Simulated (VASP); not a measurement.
# ScAl3 in VASP: a series of runs

ScAl3 is run at these levels: PBEsol, PBEsol+D4; tasks: single point, relaxation of the atoms, relaxation of cell and atoms.

All numbers are computed with VASP 6.6.1; they aren't measurements. Logs are shortened: lines on timing, memory, paths and dates and some standing lists are left out, and cuts for length are marked.

**1. The cell of the first run**

The structure is orthorhombic, space group Cmmm (No. 65). Conventional cell: a = 5.752 Å, b = 5.810 Å, c = 4.088 Å, α = 90.00°, β = 90.00°, γ = 90.00°. Sc (site symmetry mmm) has 12 Al at 2.88 to 2.90 Å within 3.8 Å. Al (site symmetry mmm) has 4 Sc at 2.88 to 2.90 Å and 8 Al at 2.89 Å within 3.8 Å. Within 3.8 Å of Al (site symmetry 2/m) lie 8 Al at 2.88 to 2.90 Å and 4 Sc at 2.89 Å.

**2. Single point, PBEsol**

File INCAR:

```
ALGO     = Normal         # electronic algorithm
EDIFF    = 1E-6           # SCF threshold, eV
ENCUT    = 520            # plane-wave cutoff, eV
GGA      = PS             # functional
ISIF     = 2              # what is computed and relaxed
ISMEAR   = -1             # smearing method
LASPH    = T              # aspherical terms in the spheres
LCHARG   = T              # write CHGCAR
LELF     = T              # ELF
LREAL    = F              # projectors in reciprocal space
LVHAR    = T            
LWAVE    = F              # write WAVECAR
NBANDS   = 18             # bands
NELM     = 80             # most SCF steps
PREC     = Accurate       # precision mode
SIGMA    = 0.05           # smearing width, eV
```

File KPOINTS:

```
k-points
0
Gamma
  6 6 6
```

File POSCAR:

```
ScAl3
1.0
    4.0878065700      0.0204390328      0.0000000000
    0.0204390328      4.0878065700      0.0000000000
    0.0000000000      0.0000000000      4.0878065700
Sc Al
1 3
Direct
    0.0000000000      0.0000000000      0.0000000000
    0.5000000000      0.5000000000      0.0000000000
    0.0000000000      0.5000000000      0.5000000000
    0.5000000000      0.0000000000      0.5000000000
```

Potentials or basis: VASP PAW PBE potentials, release 64 (Sc_sv, Al).

Started as:

```sh
cat potpaw_PBE.64/Sc_sv/POTCAR potpaw_PBE.64/Al/POTCAR > POTCAR
mpirun -np 1 vasp_std > vasp.out
```

OUTCAR:

```text
EDIFF = 1E-6
   ENCUT = 520
   GGA = PS
   ISIF = 2
   ISMEAR = -1
   LASPH = T
   LREAL = F
   NELM = 80
   PREC = Accurate

 ion  position               nearest neighbor table
   1  0.000  0.000  0.000-   2 2.88   2 2.88   3 2.89   4 2.89   3 2.89   3 2.89   3 2.89   4 2.89
                             4 2.89   4 2.89   2 2.90   2 2.90
   2  0.500  0.500  0.000-   1 2.88   1 2.88   3 2.89   4 2.89   3 2.89   4 2.89   4 2.89   4 2.89
                             3 2.89   3 2.89   1 2.90   1 2.90
   3  0.000  0.500  0.500-   4 2.88   4 2.88   1 2.89   2 2.89   1 2.89   1 2.89   1 2.89   2 2.89
                             2 2.89   2 2.89   4 2.90   4 2.90
   4  0.500  0.000  0.500-   3 2.88   3 2.88   1 2.89   2 2.89   2 2.89   1 2.89   2 2.89   1 2.89
                             2 2.89   1 2.89   3 2.90   3 2.90

  LATTYP: Found a base centered orthorhombic cell.
 ALAT       =     5.7521263343
 B/A-ratio  =     1.0100502512
 C/A-ratio  =     0.7106600816

  Lattice vectors:

 A1 = (  -0.0204390328,  -4.0878065700,   0.0000000000)
 A2 = (   4.0878065700,   0.0204390328,   0.0000000000)
 A3 = (   0.0000000000,   0.0000000000,   4.0878065700)

Analysis of symmetry for initial positions (statically):
=====================================================================
 Subroutine PRICEL returns:
 Original cell was already a primitive cell.

 Routine SETGRP: Setting up the symmetry group for a
 base centered orthorhombic supercell.

 Subroutine GETGRP returns: Found  8 space group operations
 (whereof  8 operations were pure point group operations)
 out of a pool of  8 trial point group operations.

The static configuration has the point symmetry D_2h.

Analysis of symmetry for dynamics (positions and initial velocities):
=====================================================================
 Subroutine PRICEL returns:
 Original cell was already a primitive cell.

 Routine SETGRP: Setting up the symmetry group for a
 base centered orthorhombic supercell.

 Subroutine GETGRP returns: Found  8 space group operations
 (whereof  8 operations were pure point group operations)
 out of a pool of  8 trial point group operations.

The dynamic configuration has the point symmetry D_2h.

 Subroutine INISYM returns: Found  8 space group operations
 (whereof  8 operations are pure point group operations),
 and found     1 'primitive' translations

----------------------------------------------------------------------------------------

                                     Primitive cell

  volume of cell :      68.3062

  direct lattice vectors                    reciprocal lattice vectors
     4.087806570  0.020439033  0.000000000     0.244636086 -0.001223180  0.000000000
     0.020439033  4.087806570  0.000000000    -0.001223180  0.244636086  0.000000000
     0.000000000  0.000000000  4.087806570     0.000000000  0.000000000  0.244629970

  length of vectors
     4.087857667  4.087857667  4.087806570     0.244639144  0.244639144  0.244629970

  position of ions in fractional coordinates (direct lattice)
     0.000000000  0.000000000  0.000000000
     0.500000000  0.500000000  0.000000000
     0.000000000  0.500000000  0.500000000
     0.500000000  0.000000000  0.500000000

  ion indices of the primitive-cell ions
   primitive index   ion index
                 1           1
                 2           2
                 3           3
                 4           4

----------------------------------------------------------------------------------------

 KPOINTS: k-points

Automatic generation of k-mesh.
 Grid dimensions read from file:
 generate k-points for:    6    6    6

 Generating k-lattice:

  Cartesian coordinates                     Fractional coordinates (reciprocal lattice)
     0.040772681 -0.000203863  0.000000000     0.166666667  0.000000000  0.000000000
    -0.000203863  0.040772681  0.000000000     0.000000000  0.166666667  0.000000000
     0.000000000  0.000000000  0.040771662     0.000000000  0.000000000  0.166666667

  Length of vectors
     0.040773191  0.040773191  0.040771662

  Shift w.r.t. Gamma in fractional coordinates (k-lattice)
     0.000000000  0.000000000  0.000000000

 Subroutine IBZKPT returns following result:
 ===========================================

 Found     52 irreducible k-points:

 Following reciprocal coordinates:
            Coordinates               Weight
  0.000000  0.000000  0.000000      1.000000
  0.166667  0.000000  0.000000      4.000000
  0.333333  0.000000  0.000000      4.000000
  0.500000  0.000000  0.000000      2.000000
  0.166667  0.166667  0.000000      2.000000
  0.333333  0.166667  0.000000      4.000000
[... 16 lines left out ...]
  0.333333  0.333333  0.166667      4.000000
  0.500000  0.333333  0.166667      8.000000
 [... further k-points ...]
   k-points           NKPTS =     52   k-points in BZ     NKDIM =     52   number of bands    NBANDS=     18
   number of dos      NEDOS =    301   number of ions     NIONS =      4
   total plane-waves  NPLWV =  27000
   dimension x,y,z NGX =    30 NGY =   30 NGZ =   30
   dimension x,y,z NGXF=    60 NGYF=   60 NGZF=   60
   ions per type =               1   3
   NGX,Y,Z   is equivalent  to a cutoff of  12.20, 12.20, 12.20 a.u.
   NGXF,Y,Z  is equivalent  to a cutoff of  24.40, 24.40, 24.40 a.u.
 SYSTEM =  unknown system
   PREC   = accura    normal or accurate (medium, high low for compatibility)
   ISTART =      0    job   : 0-new  1-cont  2-samecut
   ICHARG =      2    charge: 1-file 2-atom 10-const
   ISPIN  =      1    spin polarized calculation?
   LNONCOLLINEAR =      F non collinear calculations
   LSORBIT =      F    spin-orbit coupling
   LASPH  =      T    aspherical Exc in radial PAW
   ENCUT  =  520.0 eV  38.22 Ry    6.18 a.u.   7.60  7.60  7.60*2*pi/ulx,y,z
   NELM   =     80;   NELMIN=  2; NELMDL= -5     # of ELM steps
   EDIFF  = 0.1E-05   stopping-criterion for ELM
   LREAL  =      F    real-space projection
   EDIFFG = 0.1E-04   stopping-criterion for IOM
   NSW    =      0    number of steps for IOM
   IBRION =     -1    ionic relax: 0-MD 1-quasi-New 2-CG
   NFREE  =      0    steps in history (QN), initial steepest desc. (CG)
   ISIF   =      2    stress and relaxation
   ISYM   =      2    0-nonsym 1-usesym 2-fastsym
   POTIM  = 0.5000    time-step for ionic-motion
   TEBEG  =    0.0;   TEEND  =   0.0 temperature during run
   PSTRESS=    0.0 pullay stress
   NELECT =      20.0000    total number of electrons
   NUPDOWN=      -1.0000    fix difference up-down
   EMIN   =  10.00;   EMAX   =-10.00  energy-range for DOS
   EFERMI =   0.00;   METHOD = LEGACY
   ISMEAR =    -1;   SIGMA  =   0.05  broadening in eV -4-tet -1-fermi 0-gaus
   EFERMI_NEDOS =   21; number of points for ismear=-14 and -15
   IALGO  =     38    algorithm
   IMIX   =      4    mixing-type and parameters
     AMIX     =   0.40;   BMIX     =  1.00
     AMIX_MAG =   1.60;   BMIX_MAG =  1.00
  volume/ion in A,a.u.               =      17.08       115.24
  Fermi-wavevector in a.u.,A,eV,Ry     =   1.087088  2.054299 16.078831  1.181761
  Thomas-Fermi vector in A             =   2.223240
   LORBIT       =      0    0 simple, 1 ext, 2 COOP (PROOUT), +10 PAW based schemes
   GGA     = PS    functional components
   LHFCALC =     F    Hartree Fock is set to
   AEXX    =    0.0000 exact exchange contribution
   IVDW    =     0    specifies the selected vdW correction
   LEPSILON=     F    determine dielectric tensor
   LRPA    =     F    only Hartree local field effects (RPA)
 non-spin polarized calculation
  energy-cutoff  :      520.00
  volume of cell :       68.31
 maximum number of plane-waves:      1856
   NGX = 15   NGY = 15   NGZ = 15

 number of electron      19.9999996 magnetization

 Free energy of the ion-electron system (eV)
  ---------------------------------------------------
  ext. energy  EPLUGINS =         0.00000000
  ---------------------------------------------------
  free energy    TOTEN  =       -20.75546141 eV

  energy without entropy =      -20.73921934  energy(sigma->0) =      -20.74734037

 E-fermi :   7.3203     XC(G=0): -10.4988

 val. band max:        7.3173289937   @ k =   0.1667   0.0000   0.1667
 cond. band min:       7.3271256000   @ k =  -0.1667   0.1667   0.0000
 fundamental gap:      0.0097966063
 Fermi energy:         7.3202587262

 k-point     1 :       0.0000    0.0000    0.0000
  band No.  band energies     occupation
      1     -41.5436      2.00000
      2     -20.3435      2.00000
      3     -20.3429      2.00000
      4     -20.3417      2.00000
      5      -2.8181      2.00000
      6       4.5729      2.00000
[... 10 lines left out ...]
     17      12.4205      0.00000
     18      12.5080      0.00000

 k-point     2 :       0.1667    0.0000    0.0000
  band No.  band energies     occupation
      1     -41.5433      2.00000
      2     -20.3510      2.00000
      3     -20.3422      2.00000
      4     -20.3418      2.00000
      5      -2.5626      2.00000
      6       3.0455      2.00000
[... 10 lines left out ...]
     17      12.5521      0.00000
     18      12.5561      0.00000

 k-point     3 :       0.3333    0.0000    0.0000
  band No.  band energies     occupation
      1     -41.5426      2.00000
      2     -20.3676      2.00000
      3     -20.3409      2.00000
      4     -20.3406      2.00000
      5      -1.8214      2.00000
      6       1.1616      2.00000
[... 10 lines left out ...]
     17      11.7147      0.00000
     18      12.7982      0.00000

 k-point     4 :       0.5000    0.0000    0.0000
  band No.  band energies     occupation
      1     -41.5423      2.00000
      2     -20.3759      2.00000
      3     -20.3403      2.00000
      4     -20.3400      2.00000
      5      -0.9397      2.00000
      6      -0.1217      2.00000
[... 375 lines left out ...]
      4     -20.3486      2.00000
      5      -2.0592      2.00000
      6       3.2268      2.00000
[... 10 lines left out ...]
     17      11.7254      0.00000
     18      12.8883      0.00000

 k-point    23 :       0.3333    0.3333    0.1667
  band No.  band energies     occupation
      1     -41.5413      2.00000
      2     -20.3650      2.00000
      3     -20.3619      2.00000
      4     -20.3466      2.00000
      5      -0.6958      2.00000
      6       2.1689      2.00000
[... 10 lines left out ...]
     17      11.5811      0.00000
     18      13.6922      0.00000

 k-point    24 :       0.5000    0.3333    0.1667
  band No.  band energies     occupation
      1     -41.5410      2.00000
      2     -20.3714      2.00000
      3     -20.3623      2.00000
      4     -20.3458      2.00000
      5       0.0589      2.00000
      6       1.0680      2.00000
[... 10 lines left out ...]
     17      12.2540      0.00000
     18      12.8965      0.00000

 [... further k-points ...]
[... 5 lines left out ...]
  --------------------------------------------------------------------------------------
  -------------------------------------------------------------------------------------
  Total       -0.4336156     -0.4336156     -0.4241086     -0.2151188      0.0000000      0.0000000
  in kB      -10.1708060    -10.1708060     -9.9478102     -5.0457847      0.0000000      0.0000000
  external PRESSURE =     -10.0964741 kB  Pullay stress =       0.0000000 kB

 VOLUME and BASIS-vectors are now :
 -----------------------------------------------------------------------------
  energy-cutoff  :      520.00
  volume of cell :       68.31
      direct lattice vectors                 reciprocal lattice vectors
     4.087806570  0.020439033  0.000000000     0.244636086 -0.001223180  0.000000000
     0.020439033  4.087806570  0.000000000    -0.001223180  0.244636086  0.000000000
     0.000000000  0.000000000  4.087806570     0.000000000  0.000000000  0.244629970

 POSITION                                       TOTAL-FORCE (eV/Angst)
 -----------------------------------------------------------------------------------
      0.00000      0.00000      0.00000         0.000000      0.000000      0.000000
      2.05412      2.05412      0.00000        -0.000000      0.000000      0.000000
      0.01022      2.04390      2.04390         0.000000      0.000000      0.000000
      2.04390      0.01022      2.04390         0.000000      0.000000      0.000000
 -----------------------------------------------------------------------------------
    total drift:                                0.000000     -0.000000      0.000000

  FREE ENERGIE OF THE ION-ELECTRON SYSTEM (eV)
  ---------------------------------------------------
  free  energy   TOTEN  =       -20.7554614078 eV

  energy  without entropy=      -20.7392193392  energy(sigma->0) =      -20.74734037
```

It took 37 s on 1 thread of Intel Xeon 6975P-C (Granite Rapids), shared host; peak memory 0.2 GiB.

What came out:

| Item | Value |
| --- | --- |
| Free energy | -20.7555 eV |
| Pressure | -1.0 GPa |
| Band gap on the k mesh | zero (band 10 reaches 8.08 eV, above the bottom of band 11 at 4.30 eV) |

Levels at points of the mesh, in eV from the Fermi level:
```csv
k point,band 7,band 8,band 9,band 10,band 11,band 12,band 13,band 14
"(0.00, 0.00, 0.00)",-2.75,-1.94,-1.92,-1.89,1.10,1.17,1.18,1.18
"(0.50, 0.00, 0.00)",-1.83,-1.83,-1.61,0.73,0.89,0.92,1.24,1.51
"(0.50, 0.50, 0.00)",-5.68,-4.49,-0.68,-0.64,1.10,1.25,1.94,2.37
"(0.00, 0.00, 0.50)",-1.85,-1.81,-1.61,0.76,0.89,0.90,1.23,1.51
"(0.50, 0.00, 0.50)",-5.74,-4.49,-0.66,-0.66,1.10,1.25,1.94,2.37
"(0.50, 0.50, 0.50)",-4.85,-4.58,-3.11,-3.07,-3.02,0.79,2.48,2.48
```

Caveat: the PAW data sets were made with another functional, which shifts forces and pressure a little.

[end of part 1 of 3]
